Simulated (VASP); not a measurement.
Write the native input for VASP 6.6.1 that does the following.

| Item | Value |
| --- | --- |
| Task | single point |
| Functional | LDA |
| Potentials or basis | VASP PAW LDA potentials, release 64 (Ti_sv, Ag) |
| Cutoff | 520 eV |
| k mesh | 9 × 9 × 9 |
| Occupations | fermi-dirac, width 0.08 eV |
| Spin | no spin polarisation |
| Dipole correction | no |
| Further INCAR settings | ALGO = Normal; EDIFF = 1e-07; NBANDS = 32 |

The structure of Ti3Ag lies in POSCAR:

```
Ti3Ag
1.0
    4.1451300000      0.0000000000      0.0000000000
    0.0000000000      4.1451300000      0.0000000000
    0.0000000000      0.0000000000      3.9500000000
Ti Ag
3 1
Direct
    0.0000000000      0.5000000000      0.5000000000
    0.5000000000      0.0000000000      0.5000000000
    0.5000000000      0.5000000000      0.0000000000
    0.0000000000      0.0000000000      0.0000000000
```

This cell differs from its parent crystal: equal xx and yy strain of -1 %.

One way to write it, as run:

INCAR

```
  PREC = Accurate
  ENCUT = 520
  EDIFF = 1E-7
  ISMEAR = -1
  SIGMA = 0.08
  LREAL = F
  LASPH = T
  NELM = 80
  ALGO = Normal
  ISIF = 2
  LWAVE = F
  LCHARG = F
  GGA = CA
  NBANDS = 32
```

KPOINTS

```
Automatic mesh
0
Gamma
  9 9 9
```

Potentials or basis: VASP PAW LDA potentials, release 64 (Ti_sv, Ag).

Command:

```console
$ cat potpaw_LDA.64/Ti_sv/POTCAR potpaw_LDA.64/Ag/POTCAR > POTCAR
$ mpirun -np 1 vasp_std > vasp.out
```

Results of the run:

```
Pressure               : -7.8 GPa
Band gap on the k mesh : zero (an odd number of electrons rules out a gap without spin polarisation)
```

Caveat: the cell differs from its parent crystal (equal xx and yy strain of -1 %); the cell stands under tension.

Wall time 120 s on 1 thread of Intel(R) Xeon(R) Platinum 8488C (Sapphire Rapids), with other jobs on the host, peak memory 0.25 GiB.
